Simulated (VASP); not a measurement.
Input of a VASP 6.6.1 run:

File INCAR:

```
ALGO     = Normal         # electronic algorithm
EDIFF    = 1E-7           # SCF threshold, eV
ENCUT    = 520            # plane-wave cutoff, eV
GGA      = PS             # functional
ISIF     = 2              # what is computed and relaxed
ISMEAR   = 1              # smearing method
LASPH    = True           # aspherical terms in the spheres
LCHARG   = True           # write CHGCAR
LELF     = True           # ELF
LREAL    = False          # projectors in reciprocal space
LVHAR    = True         
LWAVE    = False          # write WAVECAR
NBANDS   = 28             # bands
NELM     = 80             # most SCF steps
PREC     = Accurate       # precision mode
SIGMA    = 0.1            # smearing width, eV
```

File KPOINTS:

```
k-points
0
Gamma
  4 4 4
```

The input POSCAR:

```
CsBa3
1.0
    0.0000000000      5.2212840000      5.2212840000
    5.2212840000      0.0000000000      5.2212840000
    5.2212840000      5.2212840000      0.0000000000
Cs Ba
1 3
Direct
    0.0000000000      0.0000000000      0.0000000000
    0.2500000000      0.2500000000      0.2500000000
    0.7500000000      0.7500000000      0.7500000000
    0.5000000000      0.5000000000      0.5000000000
```

Potentials or basis: VASP PAW PBE potentials, release 64 (Cs_sv, Ba_sv).

Command:

```console
$ cat potpaw_PBE.64/Cs_sv/POTCAR potpaw_PBE.64/Ba_sv/POTCAR > POTCAR
$ mpirun -np 1 vasp_std > vasp.out
```

**Question.** Estimate the band gap on the k mesh.

**Answer.** Zero (an odd number of electrons rules out a gap without spin polarisation).

**Question.** What does it give for the pressure?

**Answer.** -0.4 GPa.

Caveat: the PAW data sets were made with another functional, which shifts forces and pressure a little; spin-orbit coupling is left out, which moves the levels of the heavy elements.
